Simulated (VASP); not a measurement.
Here is a VASP 6.6.1 calculation.

Contents of INCAR:

```
  ALGO = Normal
  EDIFF = 1E-7
  ENCUT = 520
  GGA = PS
  ISIF = 2
  ISMEAR = 0
  LASPH = T
  LCHARG = T
  LELF = T
  LREAL = F
  LVHAR = T
  LWAVE = F
  NBANDS = 16
  NELM = 80
  PREC = Accurate
  SIGMA = 0.01
```

Contents of KPOINTS:

```
k-points
0
Gamma
  8 8 5
```

Contents of POSCAR:

```
BN
1.0
    2.4930086438      0.0000000000      0.0000000000
   -1.2465043219      2.1590084006      0.0000000000
    0.0000000000      0.0000000000      4.1278167569
B N
2 2
Direct
    0.6666666667      0.3333333333      0.0000000000
    0.3333333333      0.6666666667      0.5000000000
    0.6666666667      0.3333333333      0.3750000000
    0.3333333333      0.6666666667      0.8750000000
```

Potentials or basis: VASP PAW PBE potentials, release 64 (B, N).

Launch:

```sh
$ cat potpaw_PBE.64/B/POTCAR potpaw_PBE.64/N/POTCAR > POTCAR
$ mpirun -np 1 vasp_std > vasp.out
```

Task: Estimate the largest force.

Result: 0.112 eV/Å.

Task: Predict the pressure.

Result: 24.9 GPa.

Task: What does it give for the band gap on the k mesh?

Result: 5.23 eV, indirect (least direct gap 8.51 eV).

Stress tensor (GPa, compression positive):
```
25.27  0.00  0.00
 0.00 25.27  0.00
 0.00  0.00 24.24
```

Caveat: the PAW data sets were made with another functional, which shifts forces and pressure a little. A k mesh can miss the band edges.
